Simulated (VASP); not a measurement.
Set up this calculation in VASP 6.6.1, as the native input.

```
Task                   : single point
Functional             : PBE
Potentials or basis    : VASP PAW PBE potentials, release 64 (Ba_sv, Te)
Cutoff                 : 520 eV
k mesh                 : 6 × 6 × 6
Occupations            : gaussian, width 0.01 eV
Spin                   : no spin polarisation
Dipole correction      : no
Further INCAR settings : ALGO = Normal; EDIFF = 1e-06; NBANDS = 15
```

The structure of BaTe lies in POSCAR:

```
BaTe
1.0
    0.0000000000      3.5673555406      3.5673555406
    3.5673555406      0.0000000000      3.5673555406
    3.5673555406      3.5673555406      0.0000000000
Ba Te
1 1
Direct
    0.0000000000      0.0000000000      0.0000000000
    0.5000000000      0.5000000000      0.5000000000
```

This cell differs from its parent crystal: volume changed by +3%.

One way to write it, as run:

INCAR

```
PREC     = Accurate       # precision mode
ENCUT    = 520            # plane-wave cutoff, eV
EDIFF    = 1E-6           # SCF threshold, eV
ISMEAR   = 0              # smearing method
SIGMA    = 0.01           # smearing width, eV
LREAL    = False          # projectors in reciprocal space
LASPH    = True           # aspherical terms in the spheres
NELM     = 100            # most SCF steps
ALGO     = Normal         # electronic algorithm
ISIF     = 2              # what is computed and relaxed
LWAVE    = False          # write WAVECAR
LCHARG   = True           # write CHGCAR
GGA      = PE             # functional
LELF     = True           # ELF
LVHAR    = True         
NBANDS   = 15             # bands
```

KPOINTS

```
Automatic mesh
0
Gamma
  6 6 6
```

Potentials or basis: VASP PAW PBE potentials, release 64 (Ba_sv, Te).

The run is started by

```console
$ cat potpaw_PBE.64/Ba_sv/POTCAR potpaw_PBE.64/Te/POTCAR > POTCAR
$ mpirun -np 1 vasp_std > vasp.out
```

Results of the run:

| Property | Result |
| --- | --- |
| Pressure | -0.5 GPa |
| Band gap on the k mesh | 1.64 eV, indirect (least direct gap 2.02 eV) |

Caveat: spin-orbit coupling is left out, which moves the levels of the heavy elements.

Run time: 34 s on 1 thread of Intel Xeon 6975P-C, on a shared host, peak memory 0.24 GiB.
